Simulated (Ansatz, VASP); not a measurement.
**Two plane-wave programs on Si2W**

```
Si W
1.0
    -1.61654    1.61654    3.77318
     1.61654   -1.61654    3.77318
     1.61654    1.61654   -3.77318
Si W
2 1
Direct
  0.35611 0.35611 0.00000
  0.64389 0.64389 0.00000
  0.00000 0.00000 0.00000
```

Alike in both runs: task single point; functional LDA; k mesh 18 × 18 × 18; occupations gaussian, width 0.15 eV; no spin polarisation.

|  | VASP | Ansatz |
| --- | --- | --- |
| version | VASP 6.6.1 | Ansatz 0.2.0 |
| potentials or method | VASP PAW LDA potentials, release 64 (Si, W_sv), cutoff 520 eV | scalar-relativistic, plane waves, PAW |
| valence electrons in the cell | 22 | 22 |

Ansatz gave:

- gap on the k mesh at the Fermi level (eV): none
- pressure (GPa): 11.1
- traceless stress, the component that is largest in VASP (GPa): 21.72
- rms of the force components (eV/Å): 2.489

Which values does VASP return?

gap on the k mesh at the Fermi level (eV): none; pressure (GPa): 11.8; traceless stress, the component that is largest in VASP (GPa): 21.53; rms of the force components (eV/Å): 2.489.

Ansatz warns that its potentials were made for another functional, while VASP's fit it. LDA's correlation is that of Perdew and Zunger in VASP and of Perdew and Wang (1992) in Ansatz. Atom by atom the forces differ by 0.000 eV/Å (rms over components). A gap of «none» marks a metal or a gap that the smearing closes.

Spin-orbit coupling is off throughout.
